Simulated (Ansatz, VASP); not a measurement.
BP: VASP beside Ansatz

Contents of POSCAR:

```
BP
1.0
    0.0000000000      2.2683155501      2.2683155501
    2.2683155501      0.0000000000      2.2683155501
    2.2683155501      2.2683155501      0.0000000000
B P
1 1
Direct
    0.0000000000      0.0000000000      0.0000000000
    0.2500000000      0.2500000000      0.2500000000
```

The input INCAR.step1:

```
SYSTEM = BP
ALGO = Normal
EDIFF = 1E-5
ENCUT = 520
GGA = PE
ISIF = 2
ISMEAR = 0
LASPH = .True.
LREAL = .False.
LWAVE = .True.
NBANDS = 11
NELM = 60
PREC = Accurate
SIGMA = 0.01
```

Contents of INCAR.step2:

```
SYSTEM = BP
AEXX = 0.3
ALGO = Normal
EDIFF = 1E-6
ENCUT = 520
GGA = PE
HFSCREEN = 0.5
ISIF = 2
ISMEAR = 0
ISTART = 1
LASPH = .True.
LCHARG = .True.
LELF = .True.
LHFCALC = .True.
LREAL = .False.
LVHAR = .True.
LWAVE = .False.
NBANDS = 11
NELM = 60
PREC = Accurate
PRECFOCK = Normal
SIGMA = 0.01
```

The input KPOINTS:

```
k-points
0
Gamma
  4 4 4
  0 0 0
```

Input for Ansatz:

```yaml
crystal:
  lattice:
    - [0.0, 2.2683155501, 2.2683155501]
    - [2.2683155501, 0.0, 2.2683155501]
    - [2.2683155501, 2.2683155501, 0.0]
  atoms:
    - { symbol: B, position: [0.0, 0.0, 0.0] }
    - { symbol: P, position: [0.25, 0.25, 0.25] }
kpoints:
  mp_grid: { grid: [4, 4, 4] }
hamiltonian:
  xc: { exchange: pbe, correlation: pbe, exx: { coeff: 0.3, omega: 0.5 } }
scf:
  occupations: { method: fixed }
  n_extra_bands: 4
output:
  forces: true
  stress: true
  eigenvalues: true
```

Alike in both runs: task single point; functional PBE-based screened hybrid; k mesh 4 × 4 × 4; no spin polarisation.

|  | VASP | Ansatz |
| --- | --- | --- |
| version | VASP 6.6.1 | Ansatz 0.2.0 |
| potentials or method | VASP PAW PBE potentials, release 64 (B, P) | plane waves |
| plane-wave cutoff (eV) | 520 | 420 |
| occupations | gaussian, width 0.01 eV | fixed |
| valence electrons in the cell | 8 | 8 |

VASP gave:

```
gap on the k mesh at the Fermi level (eV) : 1.70
pressure (GPa)                            : -0.3
```

Task: Which values does Ansatz return?

Result: gap on the k mesh at the Fermi level (eV): 1.70; pressure (GPa): 0.2.

VASP's potentials were made for PBE, not for PBE-based screened hybrid. Ansatz's warnings: stress exchange threshold loose, stress scf threshold loose.

The k mesh is coarse, so the values compare programs but aren't converged.
